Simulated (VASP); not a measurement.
# SnTe (Fm-3m) in VASP: a series of runs

Aim: see how the results for SnTe move with the level of theory and the settings. Levels: PBE, r2SCAN. Tasks: single point.

All numbers are computed with VASP 6.6.1; they aren't measurements. Logs are shortened: lines on timing, memory, paths and dates and some standing lists are left out, and cuts for length are marked.

### Step 1. The cell of the first run

Symmetry: Fm-3m, No. 225, cubic system. Conventional cell: a = 6.259 Å, b = 6.259 Å, c = 6.259 Å, α = 90.00°, β = 90.00°, γ = 90.00°. Te (site symmetry m-3m) has 6 Sn at 3.13 Å within 4.1 Å. Sn (site symmetry m-3m) has 6 Te at 3.13 Å within 4.1 Å.

### Step 2. Single point, PBE, non-collinear spin, zero start, spin-orbit coupling

Input file INCAR:

```
SYSTEM = SnTe
ALGO     = Normal         ! electronic algorithm
EDIFF    = 1E-6           ! SCF threshold, eV
ENCUT    = 520            ! plane-wave cutoff, eV
GGA      = PE             ! functional
GGA_COMPAT= .False.      
ISIF     = 2              ! what is computed and relaxed
ISMEAR   = -1             ! smearing method
LASPH    = .True.         ! aspherical terms in the spheres
LCHARG   = .False.        ! write CHGCAR
LORBIT   = 11             ! projections on sites
LORBMOM  = .True.       
LREAL    = .False.        ! projectors in reciprocal space
LSORBIT  = .True.         ! spin-orbit coupling
LWAVE    = .False.        ! write WAVECAR
MAGMOM   = 0 0 0 0 0 0    ! initial moments
NBANDS   = 32             ! bands
NELM     = 150            ! most SCF steps
PREC     = Accurate       ! precision mode
SIGMA    = 0.05           ! smearing width, eV
```

Input file KPOINTS:

```
k-points
0
Gamma
  7 7 7
  0 0 0
```

Input file POSCAR:

```
SnTe
1.0
    0.0000000000      3.1297027185      3.1297027185
    3.1297027185      0.0000000000      3.1297027185
    3.1297027185      3.1297027185      0.0000000000
Te Sn
1 1
Direct
    0.5000000000      0.5000000000      0.5000000000
    0.0000000000      0.0000000000      0.0000000000
```

Potentials or basis: VASP PAW PBE potentials, release 64 (Te, Sn_d).

Launch:

```sh
> cat potpaw_PBE.64/Te/POTCAR potpaw_PBE.64/Sn_d/POTCAR > POTCAR
> mpirun -np 1 vasp_ncl > vasp.out
```

OUTCAR:

```text
SYSTEM = SnTe
   EDIFF = 1E-6
   ENCUT = 520
   GGA = PE
   ISIF = 2
   ISMEAR = -1
   LASPH = .True.
   LORBIT = 11
   LREAL = .False.
   LSORBIT = .True.
   NELM = 150
   PREC = Accurate

 ion  position               nearest neighbor table
   1  0.500  0.500  0.500-   2 3.13   2 3.13   2 3.13   2 3.13   2 3.13   2 3.13
   2  0.000  0.000  0.000-   1 3.13   1 3.13   1 3.13   1 3.13   1 3.13   1 3.13

  LATTYP: Found a face centered cubic cell.
 ALAT       =     6.2594054370

  Lattice vectors:

 A1 = (   0.0000000000,   3.1297027185,   3.1297027185)
 A2 = (   3.1297027185,   0.0000000000,   3.1297027185)
 A3 = (   3.1297027185,   3.1297027185,   0.0000000000)

Analysis of symmetry for initial positions (statically):
[... 25 lines left out ...]
The dynamic configuration has the point symmetry O_h .

Analysis of structural, dynamic, and magnetic symmetry:
=====================================================================
 Subroutine PRICEL returns:
[... 7 lines left out ...]
 out of a pool of 48 trial point group operations.

The overall configuration has the point symmetry O_h .

 Subroutine INISYM returns: Found 48 space group operations
[... 5 lines left out ...]
                                     Primitive cell

  volume of cell :      61.3111

  direct lattice vectors                    reciprocal lattice vectors
     0.000000000  3.129702718  3.129702718    -0.159759583  0.159759583  0.159759583
     3.129702718  0.000000000  3.129702718     0.159759583 -0.159759583  0.159759583
     3.129702718  3.129702718  0.000000000     0.159759583  0.159759583 -0.159759583

  length of vectors
     4.426068031  4.426068031  4.426068031     0.276711714  0.276711714  0.276711714

  position of ions in fractional coordinates (direct lattice)
     0.500000000  0.500000000  0.500000000
     0.000000000  0.000000000  0.000000000

  ion indices of the primitive-cell ions
   primitive index   ion index
                 1           1
                 2           2

----------------------------------------------------------------------------------------

 KPOINTS: k-points

Automatic generation of k-mesh.
 Grid dimensions read from file:
 generate k-points for:    7    7    7

 Generating k-lattice:

  Cartesian coordinates                     Fractional coordinates (reciprocal lattice)
[... 836 lines left out ...]
      3.12970      3.12970      3.12970         0.000000      0.000000      0.000000
      0.00000      0.00000      0.00000        -0.000000     -0.000000     -0.000000
 -----------------------------------------------------------------------------------
    total drift:                               -0.000000      0.000000      0.000000

  FREE ENERGIE OF THE ION-ELECTRON SYSTEM (eV)
  ---------------------------------------------------
  free  energy   TOTEN  =        -7.6722333736 eV

  energy  without entropy=       -7.6718792485  energy(sigma->0) =       -7.67205631

 orbital moment (x)

 # of ion     p       d       tot
 ----------------------------------------
  1         0.000   0.000   0.000
  2        -0.000  -0.000  -0.000
 ----------------------------------------
            0.000  -0.000   0.000

 orbital moment (y)

 # of ion     p       d       tot
 ----------------------------------------
  1         0.000  -0.000   0.000
  2         0.000   0.000   0.000
 ----------------------------------------
            0.000   0.000   0.000

 orbital moment (z)

 # of ion     p       d       tot
 ----------------------------------------
  1         0.000   0.000   0.000
  2         0.000  -0.000  -0.000
 ----------------------------------------
            0.000  -0.000  -0.000

 Spin-Orbit-Coupling matrix elements

 Ion:    1  E_soc:     -0.2010704
 l=   1
     0.0000000    -0.0335013    -0.0335013
    -0.0335013     0.0000000    -0.0335013
    -0.0335013    -0.0335013     0.0000000
 l=   2
     0.0000000    -0.0000143     0.0000000    -0.0000143     0.0000038
    -0.0000143     0.0000000     0.0000029    -0.0000143     0.0000010
     0.0000000     0.0000029     0.0000000     0.0000029     0.0000000
    -0.0000143    -0.0000143     0.0000029     0.0000000     0.0000010
     0.0000038     0.0000010     0.0000000     0.0000010     0.0000000
 l=   3
     0.0000000     0.0000000     0.0000000     0.0000000     0.0000000     0.0000000     0.0000000
     0.0000000     0.0000000     0.0000000     0.0000000     0.0000000     0.0000000     0.0000000
     0.0000000     0.0000000     0.0000000     0.0000000     0.0000000     0.0000000     0.0000000
     0.0000000     0.0000000     0.0000000     0.0000000     0.0000000     0.0000000     0.0000000
     0.0000000     0.0000000     0.0000000     0.0000000     0.0000000     0.0000000     0.0000000
     0.0000000     0.0000000     0.0000000     0.0000000     0.0000000     0.0000000     0.0000000
     0.0000000     0.0000000     0.0000000     0.0000000     0.0000000     0.0000000     0.0000000

 Ion:    2  E_soc:     -0.0967482
 l=   1
     0.0000000    -0.0099451    -0.0099451
    -0.0099451     0.0000000    -0.0099451
    -0.0099451    -0.0099451     0.0000000
 l=   2
     0.0000000    -0.0012241     0.0000000    -0.0012241    -0.0049555
    -0.0012241     0.0000000    -0.0037166    -0.0012241    -0.0012389
     0.0000000    -0.0037166     0.0000000    -0.0037166     0.0000000
    -0.0012241    -0.0012241    -0.0037166     0.0000000    -0.0012389
    -0.0049555    -0.0012389     0.0000000    -0.0012389     0.0000000
 l=   3
     0.0000000     0.0000000     0.0000000     0.0000000     0.0000000     0.0000000     0.0000000
     0.0000000     0.0000000     0.0000000     0.0000000     0.0000000     0.0000000     0.0000000
     0.0000000     0.0000000     0.0000000     0.0000000     0.0000000     0.0000000     0.0000000
     0.0000000     0.0000000     0.0000000     0.0000000     0.0000000     0.0000000     0.0000000
     0.0000000     0.0000000     0.0000000     0.0000000     0.0000000     0.0000000     0.0000000
     0.0000000     0.0000000     0.0000000     0.0000000     0.0000000     0.0000000     0.0000000
     0.0000000     0.0000000     0.0000000     0.0000000     0.0000000     0.0000000     0.0000000

 total charge

# of ion       s       p       d       tot
------------------------------------------
    1        1.387   1.968   0.033   3.387
    2        1.361   0.762   9.988  12.111
--------------------------------------------------
tot          2.748   2.729  10.021  15.498

 magnetization (x)

# of ion       s       p       d       tot
------------------------------------------
    1        0.000  -0.000   0.000   0.000
    2        0.000   0.000   0.000   0.000
--------------------------------------------------
tot          0.000  -0.000   0.000   0.000

 magnetization (y)

# of ion       s       p       d       tot
------------------------------------------
    1       -0.000   0.000   0.000   0.000
    2       -0.000  -0.000  -0.000  -0.000
--------------------------------------------------
tot         -0.000   0.000  -0.000  -0.000

 magnetization (z)

# of ion       s       p       d       tot
------------------------------------------
    1        0.000   0.000   0.000   0.000
    2        0.000   0.000   0.000   0.000
--------------------------------------------------
tot          0.000   0.000   0.000   0.000
```

OSZICAR:

```text
N       E                     dE             d eps       ncg     rms          rms(c)
DAV:   1     0.176464272272E+03    0.17646E+03   -0.89578E+03  1344   0.149E+03
DAV:   2     0.159717510352E+02   -0.16049E+03   -0.15428E+03  1280   0.439E+02
DAV:   3    -0.665908118569E+01   -0.22631E+02   -0.22207E+02  1568   0.135E+02
DAV:   4    -0.767606985836E+01   -0.10170E+01   -0.10158E+01  1488   0.306E+01
DAV:   5    -0.771513082784E+01   -0.39061E-01   -0.39060E-01  1888   0.606E+00    0.558E+00
DAV:   6    -0.767033697375E+01    0.44794E-01   -0.91737E-02  1656   0.241E+00    0.359E+00
DAV:   7    -0.767089558683E+01   -0.55861E-03   -0.34510E-02  1680   0.960E-01    0.185E+00
DAV:   8    -0.767223951571E+01   -0.13439E-02   -0.18949E-03  1496   0.287E-01    0.407E-01
DAV:   9    -0.767212024674E+01    0.11927E-03   -0.12478E-03  1672   0.303E-01    0.136E-01
DAV:  10    -0.767222104942E+01   -0.10080E-03   -0.18839E-04  1448   0.873E-02    0.303E-02
DAV:  11    -0.767222863857E+01   -0.75891E-05   -0.86916E-06  1640   0.246E-02    0.161E-02
DAV:  12    -0.767223266568E+01   -0.40271E-05   -0.63909E-06  1232   0.139E-02    0.114E-02
DAV:  13    -0.767223337363E+01   -0.70796E-06   -0.40372E-07   984   0.705E-03
   1 F= -.76722334E+01 E0= -.76720563E+01  d E =-.354125E-03  mag=     0.0000     0.0000    -0.0000
```

Wall time 63 s (1 thread of Intel Xeon 6975P-C (Granite Rapids), shared host); peak memory 0.39 GiB.

What came out:

| Quantity | Value |
| --- | --- |
| Free energy | -7.6722 eV |
| Pressure | 3.3 GPa |
| Net moment | 0.00 μB per cell |
| Valence electrons inside the program's atomic spheres | Te 3.39; Sn 12.11 |

Moments on the atoms (μB; x, y, z):
```
Te  0.00 0.00 0.00
Sn  0.00 0.00 0.00
```

Caveat: this odd mesh misses L, where the gap lies, so gap, dielectric constants and Born charges aren't listed.

### Step 3. Single point, PBE, non-collinear spin, zero start, spin-orbit coupling

This run uses another cell than the first one, of 31.28 Å³/atom, 1.020 times its volume.

Input file INCAR:

```
SYSTEM = SnTe
PREC = Accurate
ENCUT = 520
EDIFF = 1E-7
ISMEAR = -1
SIGMA = 0.05
LREAL = .False.
LASPH = .True.
NELM = 150
ALGO = Normal
ISIF = 2
LWAVE = .False.
LCHARG = .False.
MAGMOM = 0 0 0 0 0 0
LORBIT = 11
LSORBIT = .True.
GGA_COMPAT = .False.
LORBMOM = .True.
GGA = PE
NBANDS = 32
```

Input file KPOINTS:

```
regular mesh
0
Gamma
  7 7 7
  0 0 0
```

Input file POSCAR:

```
SnTe
1.0
    0.0000000000      3.1508500000      3.1508500000
    3.1508500000      0.0000000000      3.1508500000
    3.1508500000      3.1508500000      0.0000000000
Te Sn
1 1
Direct
    0.5000000000      0.5000000000      0.5000000000
    0.0000000000      0.0000000000      0.0000000000
```

Potentials or basis: VASP PAW PBE potentials, release 64 (Te, Sn_d).

Launch:

```sh
> cat potpaw_PBE.64/Te/POTCAR potpaw_PBE.64/Sn_d/POTCAR > POTCAR
> mpirun -np 1 vasp_ncl > vasp.out
```

OUTCAR:

```text
SYSTEM = SnTe
   PREC = Accurate
   ENCUT = 520
   EDIFF = 1E-7
   ISMEAR = -1
   LREAL = .False.
   LASPH = .True.
   NELM = 150
   ISIF = 2
   LORBIT = 11
   LSORBIT = .True.
   GGA = PE

 ion  position               nearest neighbor table
   1  0.500  0.500  0.500-   2 3.15   2 3.15   2 3.15   2 3.15   2 3.15   2 3.15
   2  0.000  0.000  0.000-   1 3.15   1 3.15   1 3.15   1 3.15   1 3.15   1 3.15

  LATTYP: Found a face centered cubic cell.
 ALAT       =     6.3017000000

  Lattice vectors:

 A1 = (   0.0000000000,   3.1508500000,   3.1508500000)
 A2 = (   3.1508500000,   0.0000000000,   3.1508500000)
 A3 = (   3.1508500000,   3.1508500000,   0.0000000000)

Analysis of symmetry for initial positions (statically):
[... 25 lines left out ...]
The dynamic configuration has the point symmetry O_h .

Analysis of structural, dynamic, and magnetic symmetry:
=====================================================================
 Subroutine PRICEL returns:
[... 7 lines left out ...]
 out of a pool of 48 trial point group operations.

The overall configuration has the point symmetry O_h .

 Subroutine INISYM returns: Found 48 space group operations
[... 5 lines left out ...]
                                     Primitive cell

  volume of cell :      62.5624

[... 916 lines left out ...]
     0.0000000     0.0000000     0.0000000     0.0000000     0.0000000     0.0000000     0.0000000
     0.0000000     0.0000000     0.0000000     0.0000000     0.0000000     0.0000000     0.0000000
     0.0000000     0.0000000     0.0000000     0.0000000     0.0000000     0.0000000     0.0000000
     0.0000000     0.0000000     0.0000000     0.0000000     0.0000000     0.0000000     0.0000000
     0.0000000     0.0000000     0.0000000     0.0000000     0.0000000     0.0000000     0.0000000

 Ion:    2  E_soc:     -0.0956924
 l=   1
     0.0000000    -0.0097763    -0.0097763
    -0.0097763     0.0000000    -0.0097763
    -0.0097763    -0.0097763     0.0000000
 l=   2
     0.0000000    -0.0012226     0.0000000    -0.0012226    -0.0049498
    -0.0012226     0.0000000    -0.0037123    -0.0012226    -0.0012374
     0.0000000    -0.0037123     0.0000000    -0.0037123     0.0000000
    -0.0012226    -0.0012226    -0.0037123     0.0000000    -0.0012374
    -0.0049498    -0.0012374     0.0000000    -0.0012374     0.0000000
 l=   3
     0.0000000     0.0000000     0.0000000     0.0000000     0.0000000     0.0000000     0.0000000
     0.0000000     0.0000000     0.0000000     0.0000000     0.0000000     0.0000000     0.0000000
     0.0000000     0.0000000     0.0000000     0.0000000     0.0000000     0.0000000     0.0000000
     0.0000000     0.0000000     0.0000000     0.0000000     0.0000000     0.0000000     0.0000000
     0.0000000     0.0000000     0.0000000     0.0000000     0.0000000     0.0000000     0.0000000
     0.0000000     0.0000000     0.0000000     0.0000000     0.0000000     0.0000000     0.0000000
     0.0000000     0.0000000     0.0000000     0.0000000     0.0000000     0.0000000     0.0000000

 total charge

# of ion       s       p       d       tot
------------------------------------------
    1        1.386   1.964   0.030   3.380
    2        1.364   0.745   9.985  12.094
--------------------------------------------------
tot          2.750   2.708  10.015  15.473

 magnetization (x)

# of ion       s       p       d       tot
------------------------------------------
    1        0.000  -0.000  -0.000   0.000
    2        0.000   0.000   0.000   0.000
--------------------------------------------------
tot          0.000   0.000   0.000   0.000

 magnetization (y)

# of ion       s       p       d       tot
------------------------------------------
    1        0.000   0.000  -0.000   0.000
    2        0.000  -0.000   0.000  -0.000
--------------------------------------------------
tot          0.000  -0.000   0.000   0.000

 magnetization (z)

# of ion       s       p       d       tot
------------------------------------------
    1       -0.000  -0.000  -0.000  -0.000
    2        0.000   0.000  -0.000   0.000
--------------------------------------------------
tot          0.000   0.000  -0.000   0.000
```

It took 71 s on 1 thread of Intel Xeon 6975P-C (Granite Rapids), shared host; peak memory 0.38 GiB.

What came out:

```
Free energy                                           : -7.6937 eV
Pressure                                              : 2.2 GPa
Net moment                                            : 0.00 μB per cell
Valence electrons inside the program's atomic spheres : Te 3.38; Sn 12.09
```

Moments on the atoms (μB; x, y, z):
```
Te  0.00 0.00 0.00
Sn  0.00 0.00 0.00
```

Caveat: this odd mesh misses L, where the gap lies, so gap, dielectric constants and Born charges aren't listed.

(Part 1 of 2 ends here.)
